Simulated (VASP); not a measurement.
A run of VASP 6.6.1 is set up as follows.

INCAR

```
SYSTEM = Sc
PREC = Accurate
ENCUT = 520
EDIFF = 1E-7
ISMEAR = -5
SIGMA = 0.05
LREAL = .False.
LASPH = .True.
NELM = 150
ALGO = Normal
ISIF = 2
LWAVE = .False.
LCHARG = .False.
MAGMOM = 0 0 0
LORBIT = 11
LSORBIT = .True.
GGA_COMPAT = .False.
LORBMOM = .True.
LMAXMIX = 4
LDAU = .True.
LDAUTYPE = 2
LDAUL = 2
LDAUU = 5
LDAUJ = 0
LDAUPRINT = 1
GGA = PS
IVDW = 12
NBANDS = 22
```

File KPOINTS:

```
Automatic mesh
0
Gamma
  10 10 10
  0 0 0
```

POSCAR

```
Sc
1.0
   -1.9172054859      1.9172054859      1.7176030000
    1.9172054859     -1.9172054859      1.7176030000
    1.9172054859      1.9172054859     -1.7176030000
Sc
1
Direct
    0.0000000000      0.0000000000      0.0000000000
```

Potentials or basis: VASP PAW PBE potentials, release 64 (Sc_sv).

Command:

```console
$ cat potpaw_PBE.64/Sc_sv/POTCAR > POTCAR
$ mpirun -np 1 vasp_ncl > vasp.out
```

**Question.** Estimate the pressure.

**Answer.** 2.8 GPa.

**Question.** Estimate the dispersion energy per atom.

**Answer.** -0.388 eV.

Stress tensor (GPa, compression positive):
```
0.87 0.00 0.00
0.00 0.87 0.00
0.00 0.00 6.52
```

Caveat: the PAW data sets were made with another functional, which shifts forces and pressure a little; the U is typed as a test and isn't derived for this compound. The state reached can hang on the start; a lower one may exist.
